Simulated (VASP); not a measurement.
# Ir3C in VASP: a series of runs

The runs below take Ir3C through single point, with LDA.

All numbers are computed with VASP 6.6.1; they aren't measurements. Logs are shortened: lines on timing, memory, paths and dates and some standing lists are left out, and cuts for length are marked.

## Step 1: The cell of the first run

The cell holds a slab with vacuum, 4 atoms: a = 2.695 Å, b = 2.695 Å, c = 21.277 Å, α = 90.00°, β = 90.00°, γ = 120.00°.

## Step 2: Single point, LDA, collinear spin

File INCAR:

```
PREC = Accurate
ENCUT = 520
EDIFF = 1E-7
ISMEAR = 0
SIGMA = 0.1
LREAL = False
LASPH = True
NELM = 150
ALGO = Normal
ISIF = 2
LWAVE = False
LCHARG = False
ISPIN = 2
MAGMOM = 0 0 0 2
LORBIT = 11
LMAXMIX = 4
LDIPOL = True
IDIPOL = 3
DIPOL = 0.5 0.5 0.336
NBANDS = 28
```

File KPOINTS:

```
regular mesh
0
Gamma
  12 12 1
```

File POSCAR:

```
Ir3C
1.0
    2.6946510889      0.0000000000      0.0000000000
   -1.3473255444      2.3336362973      0.0000000000
    0.0000000000      0.0000000000     21.2769546740
Ir C
3 1
Direct
    0.6666666667      0.3333333333      0.1879968286
    0.3333333333      0.6666666667      0.2885049938
    0.0000000000      0.0000000000      0.3890103072
    0.0000000000      0.0000000000      0.4787787928
```

Potentials or basis: VASP PAW LDA potentials, release 64 (Ir, C).

Started as:

```bash
> cat potpaw_LDA.64/Ir/POTCAR potpaw_LDA.64/C/POTCAR > POTCAR
> mpirun -np 1 vasp_std > vasp.out
```

OUTCAR:

```text
PREC = Accurate
   ENCUT = 520
   EDIFF = 1E-7
   ISMEAR = 0
   LREAL = False
   LASPH = True
   NELM = 150
   ISIF = 2
   ISPIN = 2
   LORBIT = 11

 ion  position               nearest neighbor table
   1  0.667  0.333  0.188-   2 2.64   2 2.64   2 2.64
   2  0.333  0.667  0.289-   3 2.64   3 2.64   3 2.64   1 2.64   1 2.64   1 2.64
   3  0.000  0.000  0.389-   4 1.91   2 2.64   2 2.64   2 2.64
   4  0.000  0.000  0.479-   3 1.91

  LATTYP: Found a hexagonal cell.
 ALAT       =     2.6946510889
 C/A-ratio  =     7.8959961687

  Lattice vectors:

 A1 = (   2.6946510889,   0.0000000000,   0.0000000000)
 A2 = (  -1.3473255444,   2.3336362973,   0.0000000000)
 A3 = (   0.0000000000,   0.0000000000,  21.2769546740)

Analysis of symmetry for initial positions (statically):
=====================================================================
 Subroutine PRICEL returns:
 Original cell was already a primitive cell.

 Routine SETGRP: Setting up the symmetry group for a
 hexagonal supercell.

 Subroutine GETGRP returns: Found  6 space group operations
 (whereof  6 operations were pure point group operations)
 out of a pool of 24 trial point group operations.

The static configuration has the point symmetry C_3v.

Analysis of symmetry for dynamics (positions and initial velocities):
=====================================================================
 Subroutine PRICEL returns:
 Original cell was already a primitive cell.

 Routine SETGRP: Setting up the symmetry group for a
 hexagonal supercell.

 Subroutine GETGRP returns: Found  6 space group operations
 (whereof  6 operations were pure point group operations)
 out of a pool of 24 trial point group operations.

The dynamic configuration has the point symmetry C_3v.

Analysis of structural, dynamic, and magnetic symmetry:
=====================================================================
 Subroutine PRICEL returns:
 Original cell was already a primitive cell.

 Routine SETGRP: Setting up the symmetry group for a
 hexagonal supercell.

 Subroutine GETGRP returns: Found  6 space group operations
 (whereof  6 operations were pure point group operations)
 out of a pool of 24 trial point group operations.

The overall configuration has the point symmetry C_3v.

 Subroutine INISYM returns: Found  6 space group operations
 (whereof  6 operations are pure point group operations),
 and found     1 'primitive' translations

----------------------------------------------------------------------------------------

                                     Primitive cell

  volume of cell :     133.7966

  direct lattice vectors                    reciprocal lattice vectors
     2.694651089  0.000000000  0.000000000     0.371105559  0.214257895  0.000000000
    -1.347325544  2.333636297  0.000000000     0.000000000  0.428515789  0.000000000
     0.000000000  0.000000000 21.276954674     0.000000000  0.000000000  0.046999207

  length of vectors
     2.694651089  2.694651089 21.276954674     0.428515789  0.428515789  0.046999207

  position of ions in fractional coordinates (direct lattice)
     0.666666667  0.333333333  0.187996829
     0.333333333  0.666666667  0.288504994
     0.000000000  0.000000000  0.389010307
     0.000000000  0.000000000  0.478778793

  ion indices of the primitive-cell ions
   primitive index   ion index
                 1           1
                 2           2
                 3           3
                 4           4

----------------------------------------------------------------------------------------

 KPOINTS: regular mesh

Automatic generation of k-mesh.
 Grid dimensions read from file:
 generate k-points for:   12   12    1

 Generating k-lattice:

  Cartesian coordinates                     Fractional coordinates (reciprocal lattice)
     0.030925463  0.017854825  0.000000000     0.083333333 -0.000000000  0.000000000
     0.000000000  0.035709649  0.000000000     0.000000000  0.083333333  0.000000000
     0.000000000  0.000000000  0.046999207     0.000000000  0.000000000  1.000000000

  Length of vectors
     0.035709649  0.035709649  0.046999207

  Shift w.r.t. Gamma in fractional coordinates (k-lattice)
     0.000000000  0.000000000  0.000000000

 Subroutine IBZKPT returns following result:
 ===========================================

 Found     19 irreducible k-points:

 Following reciprocal coordinates:
            Coordinates               Weight
  0.000000  0.000000  0.000000      1.000000
  0.083333 -0.000000  0.000000      6.000000
  0.166667 -0.000000  0.000000      6.000000
  0.250000 -0.000000  0.000000      6.000000
  0.333333 -0.000000  0.000000      6.000000
  0.416667 -0.000000  0.000000      6.000000
[... 11 lines left out ...]
  0.333333  0.250000  0.000000     12.000000
  0.333333  0.333333  0.000000      2.000000
   k-points           NKPTS =     19   k-points in BZ     NKDIM =     19   number of bands    NBANDS=     28
   number of dos      NEDOS =    301   number of ions     NIONS =      4
   total plane-waves  NPLWV =  64000
   dimension x,y,z NGX =    20 NGY =   20 NGZ =  160
   dimension x,y,z NGXF=    40 NGYF=   40 NGZF=  320
   ions per type =               3   1
   NGX,Y,Z   is equivalent  to a cutoff of  12.34, 12.34, 12.50 a.u.
   NGXF,Y,Z  is equivalent  to a cutoff of  24.68, 24.68, 25.00 a.u.
 SYSTEM =  unknown system
   PREC   = accura    normal or accurate (medium, high low for compatibility)
   ISTART =      0    job   : 0-new  1-cont  2-samecut
   ICHARG =      2    charge: 1-file 2-atom 10-const
   ISPIN  =      2    spin polarized calculation?
   LNONCOLLINEAR =      F non collinear calculations
   LSORBIT =      F    spin-orbit coupling
   LASPH  =      T    aspherical Exc in radial PAW
   ENCUT  =  520.0 eV  38.22 Ry    6.18 a.u.   5.01  5.01 39.56*2*pi/ulx,y,z
   NELM   =    150;   NELMIN=  2; NELMDL= -5     # of ELM steps
   EDIFF  = 0.1E-06   stopping-criterion for ELM
   LREAL  =      F    real-space projection
   EDIFFG = 0.1E-05   stopping-criterion for IOM
   NSW    =      0    number of steps for IOM
   IBRION =     -1    ionic relax: 0-MD 1-quasi-New 2-CG
   NFREE  =      0    steps in history (QN), initial steepest desc. (CG)
   ISIF   =      2    stress and relaxation
   ISYM   =      2    0-nonsym 1-usesym 2-fastsym
   POTIM  = 0.5000    time-step for ionic-motion
   TEBEG  =    0.0;   TEEND  =   0.0 temperature during run
   PSTRESS=    0.0 pullay stress
   NELECT =      31.0000    total number of electrons
   NUPDOWN=      -1.0000    fix difference up-down
   EMIN   =  10.00;   EMAX   =-10.00  energy-range for DOS
   EFERMI =   0.00;   METHOD = LEGACY
   ISMEAR =     0;   SIGMA  =   0.10  broadening in eV -4-tet -1-fermi 0-gaus
   EFERMI_NEDOS =   21; number of points for ismear=-14 and -15
   IALGO  =     38    algorithm
   IMIX   =      4    mixing-type and parameters
     AMIX     =   0.40;   BMIX     =  1.00
     AMIX_MAG =   1.60;   BMIX_MAG =  1.00
  volume/ion in A,a.u.               =      33.45       225.73
  Fermi-wavevector in a.u.,A,eV,Ry     =   1.005496  1.900112 13.755791  1.011022
  Thomas-Fermi vector in A             =   2.138179
   LORBIT       =     11    0 simple, 1 ext, 2 COOP (PROOUT), +10 PAW based schemes
   GGA     = CA    functional components
   LHFCALC =     F    Hartree Fock is set to
   AEXX    =    0.0000 exact exchange contribution
   IVDW    =     0    specifies the selected vdW correction
   LEPSILON=     F    determine dielectric tensor
   LRPA    =     F    only Hartree local field effects (RPA)
 spin polarized calculation
 Gauss-broadening in eV      SIGMA  =   0.10
  energy-cutoff  :      520.00
  volume of cell :      133.80
 maximum number of plane-waves:      3675
 NGX is ok and might be reduce to    20
   NGX =  9   NGY =  9   NGZ = 79

 dipolmoment           0.000000      0.000000     -0.098303 electrons x Angstroem

 number of electron      31.0000000 magnetization       0.0014772

 number of electron      31.0000000 magnetization      -0.0000279

 dipolmoment           0.000000      0.000000      0.062109 electrons x Angstroem

 Free energy of the ion-electron system (eV)
  ---------------------------------------------------
  ext. energy  EPLUGINS =         0.00000000
  ---------------------------------------------------
  free energy    TOTEN  =       -35.22333523 eV

  energy without entropy =      -35.20989648  energy(sigma->0) =      -35.21661585

 E-fermi :  -0.6015     XC(G=0):  -6.0869

 val. band max:       -0.6082261810   @ k =   0.0833   0.0833   0.0000
 cond. band min:      -0.5780056409   @ k =   0.4167   0.0833   0.0000
 fundamental gap:      0.0302205401
 Fermi energy:        -0.6015262110

 spin component 1

 k-point     1 :       0.0000    0.0000    0.0000
  band No.  band energies     occupation
      1     -12.6739      1.00000
      2     -10.7752      1.00000
      3      -8.8792      1.00000
      4      -8.7363      1.00000
      5      -4.9557      1.00000
      6      -4.6577      1.00000
[... 559 lines left out ...]
     26      10.4753      0.00000
     27      11.2932      0.00000
 Fermi energy:        -0.6015262110

 spin component 2

 k-point     1 :       0.0000    0.0000    0.0000
  band No.  band energies     occupation
      1     -12.6739      1.00000
      2     -10.7752      1.00000
      3      -8.8792      1.00000
      4      -8.7363      1.00000
      5      -4.9558      1.00000
      6      -4.6577      1.00000
[... 559 lines left out ...]
     26      10.4753      0.00000
     27      11.2932      0.00000
 [bands above 27 left out]

------------------------ aborting loop because EDIFF is reached ----------------------------------------

 vacuum level on the upper side and lower side of the slab       (xc-potential included)         0.862        -0.880

  FORCE on cell =-STRESS in cart. coord.  units (eV):
  Direction    XX          YY          ZZ          XY          YZ          ZX
  --------------------------------------------------------------------------------------
  -------------------------------------------------------------------------------------
  Total       -1.0119243     -1.0119243      0.9612905     -0.0000000     -0.0000000     -0.0000000
  in kB      -12.1175108    -12.1175108     11.5111853     -0.0000000     -0.0000000     -0.0000000
  external PRESSURE =      -4.2412788 kB  Pullay stress =       0.0000000 kB

 VOLUME and BASIS-vectors are now :
 -----------------------------------------------------------------------------
  energy-cutoff  :      520.00
  volume of cell :      133.80
      direct lattice vectors                 reciprocal lattice vectors
     2.694651089  0.000000000  0.000000000     0.371105559  0.214257895  0.000000000
    -1.347325544  2.333636297  0.000000000     0.000000000  0.428515789  0.000000000
     0.000000000  0.000000000 21.276954674     0.000000000  0.000000000  0.046999207

 POSITION                                       TOTAL-FORCE (eV/Angst)
 -----------------------------------------------------------------------------------
      1.34733      0.77788      4.00000         0.000000      0.000000     -0.438266
     -0.00000      1.55576      6.13851        -0.000000      0.000000     -1.277614
      0.00000      0.00000      8.27695        -0.000000      0.000000      3.610597
      0.00000      0.00000     10.18695        -0.000000     -0.000000     -1.894717
 -----------------------------------------------------------------------------------
    total drift:                                0.000000      0.000000     -0.000171

  FREE ENERGIE OF THE ION-ELECTRON SYSTEM (eV)
  ---------------------------------------------------
  free  energy   TOTEN  =       -35.2233352314 eV

  energy  without entropy=      -35.2098964754  energy(sigma->0) =      -35.21661585

 vacuum level on the upper side and lower side of the slab         6.981         5.193

 total charge

# of ion       s       p       d       tot
------------------------------------------
    1        0.689   0.622   6.960   8.271
    2        0.705   0.793   7.077   8.574
    3        0.746   0.818   7.164   8.727
    4        1.018   1.064   0.000   2.081
--------------------------------------------------
tot          3.157   3.296  21.200  27.653

 magnetization (x)

# of ion       s       p       d       tot
------------------------------------------
    1       -0.000  -0.000  -0.000  -0.000
    2       -0.000  -0.000  -0.000  -0.000
    3       -0.000  -0.000  -0.000  -0.000
    4       -0.000   0.000   0.000   0.000
--------------------------------------------------
tot         -0.000  -0.000  -0.000  -0.000
```

Wall time 3.3 min (1 thread of Intel Xeon Platinum 8488C (Sapphire Rapids), shared host); peak memory 0.28 GiB.

What came out:

```
Free energy                                           : -35.2233 eV
Largest force                                         : 3.611 eV/Å
Net moment                                            : 0.00 μB per cell
Valence electrons inside the program's atomic spheres : Ir 8.27, 8.57, 8.73; C 2.08
```

Forces on the atoms (eV/Å):
```
Ir   0.000  0.000 -0.438
Ir   0.000  0.000 -1.278
Ir   0.000  0.000  3.611
C    0.000  0.000 -1.895
```

Levels at points of the mesh, in eV from the Fermi level:
Spin up:
```
           k point  band 12  band 13  band 14  band 15  band 16  band 17  band 18  band 19  band 20  band 21
(0.00, 0.00, 0.00)    -3.14    -1.84    -1.38    -1.38    -0.78    -0.78    -0.01     0.58     0.58     4.38
(0.50, 0.00, 0.00)    -0.48    -0.34     0.26     0.97     1.43     1.64     1.65     2.67     3.23     3.88
```
Spin down:
```csv
k point,band 13,band 14,band 15,band 16,band 17,band 18,band 19,band 20
"(0.00, 0.00, 0.00)",-1.84,-1.38,-1.38,-0.78,-0.78,-0.01,0.58,0.58
"(0.50, 0.00, 0.00)",-0.34,0.26,0.97,1.43,1.64,1.65,2.67,3.23
```

Caveat: spin-orbit coupling is left out, which moves the levels of the heavy elements.

## Step 3: Single point, LDA, collinear spin

File INCAR:

```
PREC = Accurate
ENCUT = 520
EDIFF = 1E-6
ISMEAR = 0
SIGMA = 0.1
LREAL = F
LASPH = T
NELM = 150
ALGO = Normal
ISIF = 2
LWAVE = F
LCHARG = F
ISPIN = 2
MAGMOM = 0 0 0 2
LORBIT = 11
LMAXMIX = 4
LDIPOL = T
IDIPOL = 3
DIPOL = 0.5 0.5 0.346
GGA = CA
NBANDS = 28
```

File KPOINTS:

```
Automatic mesh
0
Gamma
  12 12 1
```

POSCAR: that of step 2 with these lines changed.

```diff
@@ -11,2 +11,2 @@
     0.0000000000      0.0000000000      0.3890103072
-    0.0000000000      0.0000000000      0.4787787928
+    0.0000000000      0.0000000000      0.5173181427
```

Potentials or basis: VASP PAW LDA potentials, release 64 (Ir, C).

Started as:

```bash
> cat potpaw_LDA.64/Ir/POTCAR potpaw_LDA.64/C/POTCAR > POTCAR
> mpirun -np 1 vasp_std > vasp.out
```

OUTCAR:

```text
PREC = Accurate
   ENCUT = 520
   EDIFF = 1E-6
   ISMEAR = 0
   LREAL = F
   LASPH = T
   NELM = 150
   ISIF = 2
   ISPIN = 2
   LORBIT = 11
   GGA = CA

 ion  position               nearest neighbor table
   1  0.667  0.333  0.188-   2 2.64   2 2.64   2 2.64
   2  0.333  0.667  0.289-   3 2.64   3 2.64   3 2.64   1 2.64   1 2.64   1 2.64
   3  0.000  0.000  0.389-   2 2.64   2 2.64   2 2.64   4 2.73
   4  0.000  0.000  0.517-   3 2.73

  LATTYP: Found a hexagonal cell.
 ALAT       =     2.6946510889
 C/A-ratio  =     7.8959961687

  Lattice vectors:

 A1 = (   2.6946510889,   0.0000000000,   0.0000000000)
 A2 = (  -1.3473255444,   2.3336362973,   0.0000000000)
 A3 = (   0.0000000000,   0.0000000000,  21.2769546740)

Analysis of symmetry for initial positions (statically):
=====================================================================
 Subroutine PRICEL returns:
 Original cell was already a primitive cell.

[... 1342 lines left out ...]

  FORCE on cell =-STRESS in cart. coord.  units (eV):
  Direction    XX          YY          ZZ          XY          YZ          ZX
  --------------------------------------------------------------------------------------
  -------------------------------------------------------------------------------------
  Total       -5.5178532     -5.5178532     -4.6690071     -0.0000000      0.0000000      0.0000000
  in kB      -66.0747526    -66.0747526    -55.9100572     -0.0000000      0.0000000      0.0000000
  external PRESSURE =     -62.6865208 kB  Pullay stress =       0.0000000 kB

 VOLUME and BASIS-vectors are now :
 -----------------------------------------------------------------------------
  energy-cutoff  :      520.00
  volume of cell :      133.80
      direct lattice vectors                 reciprocal lattice vectors
     2.694651089  0.000000000  0.000000000     0.371105559  0.214257895  0.000000000
    -1.347325544  2.333636297  0.000000000     0.000000000  0.428515789  0.000000000
     0.000000000  0.000000000 21.276954674     0.000000000  0.000000000  0.046999207

 POSITION                                       TOTAL-FORCE (eV/Angst)
 -----------------------------------------------------------------------------------
      1.34733      0.77788      4.00000         0.000000      0.000000     -0.414017
     -0.00000      1.55576      6.13851         0.000000     -0.000000      0.395645
      0.00000      0.00000      8.27695         0.000000      0.000000      2.053904
      0.00000      0.00000     11.00695        -0.000000      0.000000     -2.035531
 -----------------------------------------------------------------------------------
    total drift:                                0.000000      0.000000     -0.000224

  FREE ENERGIE OF THE ION-ELECTRON SYSTEM (eV)
  ---------------------------------------------------
  free  energy   TOTEN  =       -33.1832757066 eV

  energy  without entropy=      -33.1663641855  energy(sigma->0) =      -33.17481995

 vacuum level on the upper side and lower side of the slab         6.376         5.415

 total charge

# of ion       s       p       d       tot
------------------------------------------
    1        0.690   0.615   6.980   8.285
    2        0.697   0.798   7.035   8.529
    3        0.677   0.651   6.945   8.273
    4        1.043   0.872   0.000   1.915
--------------------------------------------------
tot          3.107   2.936  20.960  27.002

 magnetization (x)

# of ion       s       p       d       tot
------------------------------------------
    1        0.000   0.000   0.000   0.000
    2        0.000  -0.000   0.000   0.000
    3        0.000   0.000   0.000   0.000
    4       -0.000  -0.000   0.000  -0.000
--------------------------------------------------
tot         -0.000  -0.000   0.000   0.000
```

Wall time 3.2 min (1 thread of Intel Xeon Platinum 8488C (Sapphire Rapids), shared host); peak memory 0.28 GiB.

What came out:

```yaml
Free_energy: -33.1833 eV
Largest_force: 2.054 eV/Å
Net_moment: 0.00 μB per cell
Valence_electrons_inside_the_program's_atomic_spheres: Ir 8.29, 8.53, 8.27; C 1.92
```

Forces on the atoms (eV/Å):
```
Ir   0.000  0.000 -0.414
Ir   0.000  0.000  0.396
Ir   0.000  0.000  2.054
C    0.000  0.000 -2.036
```

Caveat: spin-orbit coupling is left out, which moves the levels of the heavy elements.
